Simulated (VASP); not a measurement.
# Sn (Pm-3m) in VASP: a series of runs, part 2 of 2

VASP 6.6.1. The steps go on from the part before.

## Step 5: Relaxation of cell and atoms, PBEsol, target pressure 23 GPa, at which the enthalpy is minimised

Input file INCAR:

```
SYSTEM = Sn
PREC = Accurate ; ENCUT = 600
EDIFF = 1E-6 ; ISMEAR = -1
SIGMA = 0.05 ; LREAL = .False.
LASPH = .True. ; NELM = 80
ALGO = Normal ; ISIF = 3
LWAVE = .False. ; LCHARG = .False.
GGA = PS ; IBRION = 2
NSW = 32 ; EDIFFG = -0.005
PSTRESS = 230.0
```

Input file KPOINTS:

```
regular mesh
0
Gamma
  13 13 13
  0 0 0
```

Input file POSCAR:

```
Sn
1.0
    2.8036159460      0.0000000000      0.0000000000
    0.0000000000      2.8036159460      0.0000000000
    0.0000000000      0.0000000000      2.8036159460
Sn
1
Direct
    0.0000000000      0.0000000000      0.0000000000
```

Potentials or basis: VASP PAW PBE potentials, release 64 (Sn_d).

Started as:

```sh
cat potpaw_PBE.64/Sn_d/POTCAR > POTCAR
mpirun -np 1 vasp_std > vasp.out
```

OUTCAR:

```text
SYSTEM = Sn
   PREC = Accurate
   ENCUT = 600
   EDIFF = 1E-6
   ISMEAR = -1
   LREAL = .False.
   LASPH = .True.
   NELM = 80
   ISIF = 3
   GGA = PS
   IBRION = 2
   NSW = 32
   EDIFFG = -0.005
   PSTRESS = 230.0

 ion  position               nearest neighbor table
   1  0.000  0.000  0.000-

  LATTYP: Found a simple cubic cell.
 ALAT       =     2.8036159460

  Lattice vectors:

 A1 = (   2.8036159460,   0.0000000000,   0.0000000000)
 A2 = (   0.0000000000,   2.8036159460,   0.0000000000)
 A3 = (   0.0000000000,   0.0000000000,   2.8036159460)

Analysis of symmetry for initial positions (statically):
=====================================================================
 Subroutine PRICEL returns:
 Original cell was already a primitive cell.

 Routine SETGRP: Setting up the symmetry group for a
 simple cubic supercell.

 Subroutine GETGRP returns: Found 48 space group operations
 (whereof 48 operations were pure point group operations)
 out of a pool of 48 trial point group operations.

The static configuration has the point symmetry O_h .

Analysis of symmetry for dynamics (positions and initial velocities):
=====================================================================
 Subroutine PRICEL returns:
 Original cell was already a primitive cell.

 Routine SETGRP: Setting up the symmetry group for a
 simple cubic supercell.

 Subroutine GETGRP returns: Found 48 space group operations
 (whereof 48 operations were pure point group operations)
 out of a pool of 48 trial point group operations.

The dynamic configuration has the point symmetry O_h .

 Subroutine INISYM returns: Found 48 space group operations
 (whereof 48 operations are pure point group operations),
 and found     1 'primitive' translations

----------------------------------------------------------------------------------------

                                     Primitive cell

  volume of cell :      22.0372

  direct lattice vectors                    reciprocal lattice vectors
     2.803615946  0.000000000  0.000000000     0.356682234  0.000000000  0.000000000
     0.000000000  2.803615946  0.000000000     0.000000000  0.356682234  0.000000000
     0.000000000  0.000000000  2.803615946     0.000000000  0.000000000  0.356682234

  length of vectors
     2.803615946  2.803615946  2.803615946     0.356682234  0.356682234  0.356682234

  position of ions in fractional coordinates (direct lattice)
     0.000000000  0.000000000  0.000000000

  ion indices of the primitive-cell ions
   primitive index   ion index
                 1           1

----------------------------------------------------------------------------------------

 KPOINTS: regular mesh

Automatic generation of k-mesh.
 Grid dimensions read from file:
 generate k-points for:   13   13   13

 Generating k-lattice:

  Cartesian coordinates                     Fractional coordinates (reciprocal lattice)
     0.027437095  0.000000000  0.000000000     0.076923077  0.000000000  0.000000000
     0.000000000  0.027437095  0.000000000     0.000000000  0.076923077  0.000000000
     0.000000000  0.000000000  0.027437095     0.000000000  0.000000000  0.076923077

  Length of vectors
     0.027437095  0.027437095  0.027437095

  Shift w.r.t. Gamma in fractional coordinates (k-lattice)
     0.000000000  0.000000000  0.000000000

 Subroutine IBZKPT returns following result:
 ===========================================

 Found     84 irreducible k-points:

 Following reciprocal coordinates:
            Coordinates               Weight
  0.000000  0.000000  0.000000      1.000000
  0.076923  0.000000  0.000000      6.000000
  0.153846  0.000000  0.000000      6.000000
  0.230769  0.000000  0.000000      6.000000
  0.307692  0.000000  0.000000      6.000000
  0.384615  0.000000  0.000000      6.000000
[... 16 lines left out ...]
  0.307692  0.307692  0.000000     12.000000
  0.384615  0.307692  0.000000     24.000000
 [... further k-points ...]
   k-points           NKPTS =     84   k-points in BZ     NKDIM =     84   number of bands    NBANDS=     11
   number of dos      NEDOS =    301   number of ions     NIONS =      1
   total plane-waves  NPLWV =  13824
   dimension x,y,z NGX =    24 NGY =   24 NGZ =   24
   dimension x,y,z NGXF=    48 NGYF=   48 NGZF=   48
   ions per type =               1
   NGX,Y,Z   is equivalent  to a cutoff of  14.23, 14.23, 14.23 a.u.
   NGXF,Y,Z  is equivalent  to a cutoff of  28.46, 28.46, 28.46 a.u.
 SYSTEM =  Sn
   PREC   = accura    normal or accurate (medium, high low for compatibility)
   ISTART =      0    job   : 0-new  1-cont  2-samecut
   ICHARG =      2    charge: 1-file 2-atom 10-const
   ISPIN  =      1    spin polarized calculation?
   LNONCOLLINEAR =      F non collinear calculations
   LSORBIT =      F    spin-orbit coupling
   LASPH  =      T    aspherical Exc in radial PAW
   ENCUT  =  600.0 eV  44.10 Ry    6.64 a.u.   5.60  5.60  5.60*2*pi/ulx,y,z
   NELM   =     80;   NELMIN=  2; NELMDL= -5     # of ELM steps
   EDIFF  = 0.1E-05   stopping-criterion for ELM
   LREAL  =      F    real-space projection
   EDIFFG = -.5E-02   stopping-criterion for IOM
   NSW    =     32    number of steps for IOM
   IBRION =      2    ionic relax: 0-MD 1-quasi-New 2-CG
   NFREE  =      1    steps in history (QN), initial steepest desc. (CG)
   ISIF   =      3    stress and relaxation
   ISYM   =      2    0-nonsym 1-usesym 2-fastsym
   POTIM  = 0.5000    time-step for ionic-motion
   TEBEG  =    0.0;   TEEND  =   0.0 temperature during run
   PSTRESS=  230.0 pullay stress
   NELECT =      14.0000    total number of electrons
   NUPDOWN=      -1.0000    fix difference up-down
   EMIN   =  10.00;   EMAX   =-10.00  energy-range for DOS
   EFERMI =   0.00;   METHOD = LEGACY
   ISMEAR =    -1;   SIGMA  =   0.05  broadening in eV -4-tet -1-fermi 0-gaus
   EFERMI_NEDOS =   21; number of points for ismear=-14 and -15
   IALGO  =     38    algorithm
   IMIX   =      4    mixing-type and parameters
     AMIX     =   0.40;   BMIX     =  1.00
     AMIX_MAG =   1.60;   BMIX_MAG =  1.00
  volume/ion in A,a.u.               =      22.04       148.71
  Fermi-wavevector in a.u.,A,eV,Ry     =   1.407340  2.659487 26.947774  1.980605
  Thomas-Fermi vector in A             =   2.529609
   LORBIT       =      0    0 simple, 1 ext, 2 COOP (PROOUT), +10 PAW based schemes
   GGA     = PS    functional components
   LHFCALC =     F    Hartree Fock is set to
   AEXX    =    0.0000 exact exchange contribution
   IVDW    =     0    specifies the selected vdW correction
   LEPSILON=     F    determine dielectric tensor
   LRPA    =     F    only Hartree local field effects (RPA)
 conjugate gradient relaxation of ions
 non-spin polarized calculation
  energy-cutoff  :      600.00
  volume of cell :       22.04
 maximum number of plane-waves:       744
 NGX is ok and might be reduce to    24
   NGX = 11   NGY = 11   NGZ = 11

 number of electron      13.9999996 magnetization

 Free energy of the ion-electron system (eV)
  ---------------------------------------------------
  ext. energy  EPLUGINS =         0.00000000
  ---------------------------------------------------
  free energy    TOTEN  =        -3.89270255 eV

  energy without entropy =       -3.88895099  energy(sigma->0) =       -3.89082677

 E-fermi :  10.6950     XC(G=0): -11.4261

 val. band max:       10.6776003598   @ k =   0.2308   0.0769   0.0000
 cond. band min:      10.7362003646   @ k =   0.4615   0.4615   0.4615
 fundamental gap:      0.0586000048
 Fermi energy:        10.6949702748

 k-point     1 :       0.0000    0.0000    0.0000
  band No.  band energies     occupation
      1     -11.4859      2.00000
      2     -11.4859      2.00000
      3     -10.6468      2.00000
      4     -10.6468      2.00000
      5     -10.6468      2.00000
      6      -2.3356      2.00000
      7      16.9542      0.00000
      8      16.9542      0.00000
      9      16.9542      0.00000
     10      20.5119      0.00000
     11      20.5119      0.00000
[... 309 lines left out ...]
 k-point    24 :       0.3846    0.3077    0.0000
  band No.  band energies     occupation
      1     -11.2228      2.00000
      2     -11.0676      2.00000
      3     -10.8262      2.00000
      4     -10.7782      2.00000
      5     -10.6689      2.00000
      6       2.5378      2.00000
      7       7.9134      2.00000
      8      11.2355      0.00004
      9      16.8970      0.00000
     10      22.1078      0.00000
     11      23.9197      0.00000

 [... further k-points ...]

------------------------ aborting loop because EDIFF is reached ----------------------------------------

  FORCE on cell =-STRESS in cart. coord.  units (eV):
  Direction    XX          YY          ZZ          XY          YZ          ZX
  --------------------------------------------------------------------------------------
  -------------------------------------------------------------------------------------
  Total        3.1679754      3.1679754      3.1679754      0.0000000      0.0000000     -0.0000000
  in kB      230.3227427    230.3227427    230.3227427      0.0000000      0.0000000     -0.0000000
  external PRESSURE =       0.3227427 kB  Pullay stress =     230.0000000 kB

 VOLUME and BASIS-vectors are now :
 -----------------------------------------------------------------------------
  energy-cutoff  :      600.00
  volume of cell :       22.04
      direct lattice vectors                 reciprocal lattice vectors
     2.803615946  0.000000000  0.000000000     0.356682234  0.000000000  0.000000000
     0.000000000  2.803615946  0.000000000     0.000000000  0.356682234  0.000000000
     0.000000000  0.000000000  2.803615946     0.000000000  0.000000000  0.356682234

 POSITION                                       TOTAL-FORCE (eV/Angst)
 -----------------------------------------------------------------------------------
      0.00000      0.00000      0.00000         0.000000      0.000000      0.000000
 -----------------------------------------------------------------------------------
    total drift:                                0.000000      0.000000     -0.000000

  FREE ENERGIE OF THE ION-ELECTRON SYSTEM (eV)
  ---------------------------------------------------
  free  energy   TOTEN  =        -3.8927025540 eV

  energy  without entropy=       -3.8889509863  energy(sigma->0) =       -3.89082677

  enthalpy is  TOTEN    =        -0.7291662846 eV   P V=        3.1635362693

 reached required accuracy - stopping structural energy minimisation
```

Run time: 8.4 s. Hardware: 1 thread of AMD EPYC 9R45 (Zen 5), shared host; peak memory 0.12 GiB.

Results:

| Quantity | Value |
| --- | --- |
| Free energy | -3.8927 eV |
| Pressure after relaxing | 23.0 GPa |
| Band gap on the k mesh | zero (band 7 reaches 16.95 eV, above the bottom of band 8 at 8.24 eV) |

Final structure:
```cif
data_structure
_symmetry_space_group_name_H-M 'P 1'
_symmetry_Int_Tables_number 1
_cell_length_a 2.8036
_cell_length_b 2.8036
_cell_length_c 2.8036
_cell_angle_alpha 90.000
_cell_angle_beta 90.000
_cell_angle_gamma 90.000
_cell_volume 22.04
loop_
_atom_site_label
_atom_site_type_symbol
_atom_site_fract_x
_atom_site_fract_y
_atom_site_fract_z
_atom_site_occupancy
Sn1 Sn 0.00000 0.00000 0.00000 1
```

Caveat: the relaxation stopped at its first step, so nothing moved; the cell is relaxed towards a set pressure, so the enthalpy falls and the energy may rise; the PAW data sets were made with another functional, which shifts forces and pressure a little; spin-orbit coupling is left out, which moves the levels of the heavy elements.

## Step 6: Overview

| task | cell | cutoff (eV) | gap on the mesh (eV) | pressure (GPa) |
| --- | --- | --- | --- | --- |
| single point | a = 2.804 Å, 1 atom | 520 | none | 22.9 |
| relaxation of cell and atoms | relaxed to 23 GPa from a = 2.790 Å, 1 atom | 600 | none | 23.0 |
| relaxation of cell and atoms | relaxed to 23 GPa from a = 2.804 Å, 1 atom | 600 | none | 23.0 |

Alike in all rows: level PBEsol; potentials or basis VASP PAW PBE potentials, release 64 (Sn_d); no spin polarisation; k mesh 13 × 13 × 13; smearing fermi-dirac 0.05 eV.

Caveats: the PAW data sets were made with another functional, which shifts forces and pressure a little; spin-orbit coupling is left out, which moves the levels of the heavy elements; the cell is relaxed towards a set pressure, so the enthalpy falls and the energy may rise (some runs); the relaxation stopped at its first step, so nothing moved (some runs).

Absolute energies hang on the potentials; compare differences alone.
